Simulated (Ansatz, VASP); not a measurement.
**Two plane-wave programs on Cs**

The input INCAR:

```
SYSTEM = Cs
  ALGO = Normal
  EDIFF = 1E-6
  ENCUT = 500
  GGA = PE
  GGA_COMPAT = .FALSE.
  ISIF = 2
  ISMEAR = 0
  LASPH = .TRUE.
  LCHARG = .FALSE.
  LREAL = .FALSE.
  LWAVE = .FALSE.
  NBANDS = 10
  NELM = 120
  PREC = Accurate
  SIGMA = 0.1
```

File KPOINTS:

```
k-points
0
G
  4 4 4
  0 0 0
```

The input POSCAR:

```
Cs
1.0
   -3.0225000000      3.0225000000      3.0225000000
    3.0225000000     -3.0225000000      3.0225000000
    3.0225000000      3.0225000000     -3.0225000000
Cs
1
Direct
    0.0000000000      0.0000000000      0.0000000000
```

Input for Ansatz:

```yaml
crystal:
  lattice:
    - [-3.0225, 3.0225, 3.0225]
    - [3.0225, -3.0225, 3.0225]
    - [3.0225, 3.0225, -3.0225]
  atoms:
    - { symbol: Cs, position: [0.0, 0.0, 0.0] }
basis:
  ecutwfc: 420
kpoints:
  mp_grid: { grid: [4, 4, 4] }
hamiltonian:
  xc: pbe
scf:
  occupations: { method: gaussian, width: 0.1 }
output:
  forces: true
  stress: true
  eigenvalues: true
```

Alike in both runs: task single point; functional PBE; k mesh 4 × 4 × 4; occupations gaussian, width 0.1 eV; no spin polarisation.

```csv
,VASP,Ansatz
version,VASP 6.6.1,Ansatz 0.2.0
potentials or method,"VASP PAW PBE potentials, release 64 (Cs_sv), cutoff 500 eV","scalar-relativistic, plane waves, PAW"
valence electrons in the cell,9,9
```

```csv
,VASP,Ansatz,Ansatz less VASP
gap on the k mesh at the Fermi level (eV),none,none,-
pressure (GPa),0.1,0.1,+0.01
```

A gap of «none» marks a metal or a gap that the smearing closes. The functional is the same, so the differences come from potentials, cutoffs and numerics.

The k mesh is coarse, so the values compare programs but aren't converged. Spin-orbit coupling is off throughout.
